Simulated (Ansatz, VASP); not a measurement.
## Au: VASP beside Ansatz

File INCAR:

```
ALGO = Fast ; EDIFF = 1E-6
ENCUT = 520 ; GGA = PS
ISIF = 2 ; ISMEAR = 0
LASPH = T ; LCHARG = F
LREAL = F ; LWAVE = F
NBANDS = 12 ; NELM = 80
PREC = Accurate ; SIGMA = 0.15
```

File KPOINTS:

```
k-points
0
Gamma
  20 20 20
```

File POSCAR:

```
Au
1.0
   -1.7069870700      1.7069870700      1.6324099650
    1.7069870700     -1.7069870700      1.6324099650
    1.7069870700      1.7069870700     -1.6324099650
Au
1
Direct
    0.0000000000      0.0000000000      0.0000000000
```

Input for Ansatz:

```yaml
crystal:
  lattice:
    - [-1.70698707, 1.70698707, 1.632409965]
    - [1.70698707, -1.70698707, 1.632409965]
    - [1.70698707, 1.70698707, -1.632409965]
  atoms:
    - { symbol: Au, position: [0.0, 0.0, 0.0] }
basis:
  ecutwfc: 420
kpoints:
  mp_grid: { grid: [20, 20, 20] }
hamiltonian:
  xc: pbesol
scf:
  occupations: { method: gaussian, width: 0.15 }
output:
  forces: true
  stress: true
  eigenvalues: true
```

Change from the starting cell: strain +0.030 along x and y, -0.015 along z, atoms carried along.

Alike in both runs: task single point; functional PBEsol; k mesh 20 × 20 × 20; occupations gaussian, width 0.15 eV; no spin polarisation.

|  | VASP | Ansatz |
| --- | --- | --- |
| version | VASP 6.6.1 | Ansatz 0.2.0 |
| potentials or method | VASP PAW PBE potentials, release 64 (Au), cutoff 520 eV | scalar-relativistic, plane waves, PAW |
| valence electrons in the cell | 11 | 19 |

|  | VASP | Ansatz | Ansatz less VASP |
| --- | --- | --- | --- |
| gap on the k mesh at the Fermi level (eV) | none | none | - |
| pressure (GPa) | -13.9 | -13.7 | +0.13 |
| traceless stress, the component that is largest in VASP (GPa) | -0.34 | -0.33 | +0.006 |

VASP's potentials were made for PBE, not for PBEsol. A gap of «none» marks a metal or a gap that the smearing closes. VASP's potentials hold 11 valence electrons a cell and Ansatz's 19, so a difference there can come from the potentials and not from the codes.

Neither program's run includes spin-orbit coupling.
